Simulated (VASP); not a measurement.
Input of a VASP 6.6.1 run:

The input INCAR:

```
PREC     = Accurate       # precision mode
ENCUT    = 500            # plane-wave cutoff, eV
EDIFF    = 1E-7           # SCF threshold, eV
ISMEAR   = 0              # smearing method
SIGMA    = 0.1            # smearing width, eV
LREAL    = F              # projectors in reciprocal space
LASPH    = T              # aspherical terms in the spheres
NELM     = 120            # most SCF steps
ALGO     = Normal         # electronic algorithm
ISIF     = 3              # what is computed and relaxed
LWAVE    = F              # write WAVECAR
LCHARG   = F              # write CHGCAR
GGA      = PE             # functional
IVDW     = 12             # dispersion correction
IBRION   = 2              # ionic algorithm
NSW      = 80             # ionic steps
EDIFFG   = -0.05          # ionic threshold
GGA_COMPAT= F            
NELMIN   = 4
```

Contents of KPOINTS:

```
Automatic mesh
0
Gamma
  10 10 10
```

Contents of POSCAR:

```
B
1.0
    0.0000000000      1.7157029075      1.7157029075
    1.7157029075      0.0000000000      1.7157029075
    1.7157029075      1.7157029075      0.0000000000
B
1
Direct
    0.0000000000      0.0000000000      0.0000000000
```

Potentials or basis: VASP PAW PBE potentials, release 64 (B).

The run is started by

```sh
$ cat potpaw_PBE.64/B/POTCAR > POTCAR
$ mpirun -np 1 vasp_std > vasp.out
```

**Question.** What does it give for the relaxed cell?

**Answer.** a = 2.008 Å, b = 2.008 Å, c = 2.008 Å, α = 60.00°, β = 60.00°, γ = 60.00°.

**Question.** What does it give for the dispersion energy per atom?

**Answer.** -0.262 eV.

Step by step:
```tsv
step	energy change (eV)	largest force (eV/Å)	pressure (GPa)	volume (Å³)
1	0.0000	0.0000	-46.12	10.10
2	-0.8120	0.0000	-26.62	6.42
3	-0.0516	0.0000	198.30	3.98
4	-0.8685	0.0000	-9.03	5.93
5	-0.8740	0.0000	0.44	5.73
```

Caveat: the volume moved by over 15 % at a fixed basis, so the end points are rough; pairwise dispersion overbinds metals, which lowers pressure and volume.
